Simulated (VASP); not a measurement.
Input of a VASP 6.6.1 run:

The input INCAR:

```
PREC = Accurate
ENCUT = 520
EDIFF = 1E-7
ISMEAR = -1
SIGMA = 0.08
LREAL = F
LASPH = T
NELM = 80
ALGO = Normal
ISIF = 2
LWAVE = F
LCHARG = F
GGA = CA
NBANDS = 34
```

File KPOINTS:

```
regular mesh
0
Gamma
  4 4 7
```

The input POSCAR:

```
Tl
1.0
    0.0000000000      4.9326824660      4.9326824660
    4.9326824660      0.0000000000      4.9326824660
    2.4663412330      2.4663412330      0.0000000000
Tl
4
Direct
    0.0129741779     -0.0040737469     -0.0005362194
   -0.0048035729      0.5066260635     -0.0199029637
    0.4981180153     -0.0108223062      0.0226310939
    0.4985547959      0.4958181510      0.0020984525
```

Potentials or basis: VASP PAW LDA potentials, release 64 (Tl_d).

The run is started by

```console
$ cat potpaw_LDA.64/Tl_d/POTCAR > POTCAR
$ mpirun -np 1 vasp_std > vasp.out
```

Q: Estimate the band gap on the k mesh.

A: Zero (bands 26 and 27 overlap by 3.53 eV).

Q: Estimate the pressure.

A: -3.4 GPa.

Q: What does it give for the largest force?

A: 0.119 eV/Å.

Forces on the atoms (eV/Å):
```
Tl   0.070 -0.084 -0.043
Tl  -0.024  0.034 -0.009
Tl   0.021 -0.008  0.117
Tl  -0.067  0.057 -0.064
```

Caveat: the cell stands under tension; spin-orbit coupling is left out, which moves the levels of the heavy elements.
